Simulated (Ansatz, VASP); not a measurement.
**HfB3N in VASP and in Ansatz**

The input INCAR:

```
SYSTEM = HfB3N
PREC     = Accurate       ! precision mode
ENCUT    = 520            ! plane-wave cutoff, eV
EDIFF    = 1E-6           ! SCF threshold, eV
ISMEAR   = 0              ! smearing method
SIGMA    = 0.1            ! smearing width, eV
LREAL    = .False.        ! projectors in reciprocal space
LASPH    = .True.         ! aspherical terms in the spheres
NELM     = 80             ! most SCF steps
ALGO     = Normal         ! electronic algorithm
ISIF     = 2              ! what is computed and relaxed
LWAVE    = .False.        ! write WAVECAR
LCHARG   = .True.         ! write CHGCAR
GGA      = PE             ! functional
LELF     = .True.         ! ELF
LVHAR    = .True.       
NBANDS   = 20             ! bands
```

KPOINTS

```
regular mesh
0
Gamma
  4 4 4
  0 0 0
```

POSCAR

```
HfB3N
1.0
    3.8378830900      0.0000000000      0.0000000000
    0.0000000000      3.8378830900      0.0000000000
    0.0000000000      0.0000000000      3.8378830900
Hf B N
1 3 1
Direct
    0.5000000000      0.5000000000      0.5000000000
    0.5000000000      0.0000000000      0.0000000000
    0.0000000000      0.5000000000      0.0000000000
    0.0000000000      0.0000000000      0.5000000000
    0.0000000000      0.0000000000      0.0000000000
```

Input for Ansatz:

```yaml
crystal:
  lattice:
    - [3.83788309, 0.0, 0.0]
    - [0.0, 3.83788309, 0.0]
    - [0.0, 0.0, 3.83788309]
  atoms:
    - { symbol: Hf, position: [0.5, 0.5, 0.5] }
    - { symbol: B, position: [0.5, 0.0, 0.0] }
    - { symbol: B, position: [0.0, 0.5, 0.0] }
    - { symbol: B, position: [0.0, 0.0, 0.5] }
    - { symbol: "N", position: [0.0, 0.0, 0.0] }
basis:
  ecutwfc: 420
kpoints:
  mp_grid: { grid: [4, 4, 4] }
hamiltonian:
  xc: pbe
scf:
  occupations: { method: gaussian, width: 0.1 }
  lower_state_search: "off"
output:
  forces: true
  stress: true
  eigenvalues: true
```

Alike in both runs: task single point; functional PBE; k mesh 4 × 4 × 4; occupations gaussian, width 0.1 eV; no spin polarisation.

```csv
,VASP,Ansatz
version,VASP 6.6.1,Ansatz 0.2.0
potentials or method,"VASP PAW PBE potentials, release 64 (Hf_pv, B, N), cutoff 520 eV","scalar-relativistic, plane waves, PAW"
valence electrons in the cell,24,40
```

|  | VASP | Ansatz | Ansatz less VASP |
| --- | --- | --- | --- |
| gap on the k mesh at the Fermi level (eV) | none | none | - |
| pressure (GPa) | -22.1 | -21.7 | +0.37 |

A gap of «none» marks a metal or a gap that the smearing closes. VASP's potentials hold 24 valence electrons a cell and Ansatz's 40, so a difference there can come from the potentials and not from the codes.

The k mesh is coarse, so the values compare programs but aren't converged. Spin-orbit coupling is off throughout.
